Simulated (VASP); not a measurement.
The system is Ag.

```
Ag
1.0
     0.00000    2.08281    2.08281
     2.08281    0.00000    2.08281
     2.08281    2.08281    0.00000
Ag
1
Direct
  0.00000 0.00000 0.00000
```

Base run:

| Quantity | Value |
| --- | --- |
| Program | VASP 6.6.1 |
| Functional | r2SCAN |
| Dispersion | D4 |
| Potentials or basis | VASP PAW PBE potentials, release 64 (Ag) |
| Cutoff | 520 eV |
| k mesh | 11 × 11 × 11 |
| Occupations | fermi-dirac, width 0.05 eV |
| Spin | no spin polarisation |

Its results: pressure -5.5 GPa.

Q: The run is repeated on the same cell with these changes: functional from r2SCAN to BLYP; dispersion from D4 to D3(BJ). What comes out?

A: Pressure -5.9 GPa.

Several settings changed at once, so the effect can't be laid on one alone.

Caveats: the PAW data sets were made with another functional, which shifts forces and pressure a little; pairwise dispersion overbinds metals, which lowers pressure and volume.
